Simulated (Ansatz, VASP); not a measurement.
**One calculation of RbGeN, two programs**

```
CELL_PARAMETERS angstrom
4.19225 0.00000 0.00000
0.00000 4.19225 0.00000
0.00000 0.00000 10.18937
ATOMIC_POSITIONS crystal
Rb 0.50000 0.00000 0.71436
Rb 0.00000 0.50000 0.28564
Ge 0.00000 0.00000 0.00000
Ge 0.50000 0.50000 0.00000
N 0.50000 0.00000 0.05980
N 0.00000 0.50000 0.94020
```

Change from the starting cell: species swapped into the BaMnGe type (P4/nmm, No. 129).

Alike in both runs: functional PBE; k mesh 4 × 4 × 2; occupations gaussian, width 0.1 eV; no spin polarisation.

Ansatz relaxed the structure, and its values are those at the end. VASP's run is a single point on that final structure, the one shown.

```csv
,VASP,Ansatz
version,VASP 6.6.1,Ansatz 0.2.0
potentials or method,"VASP PAW PBE potentials, release 64 (Rb_sv, Ge_d, N), cutoff 520 eV","scalar-relativistic, plane waves, PAW"
valence electrons in the cell,56,56
```

Ansatz gave:

* gap on the k mesh at the Fermi level (eV): none
* pressure (GPa): -0.1
* rms of the force components (eV/Å): 0.013

**Question.** Which values does VASP return?

**Answer.** gap on the k mesh at the Fermi level (eV): none; pressure (GPa): -0.1; rms of the force components (eV/Å): 0.010.

A gap of «none» marks a metal or a gap that the smearing closes.

The k mesh is coarse, so the values compare programs but aren't converged.
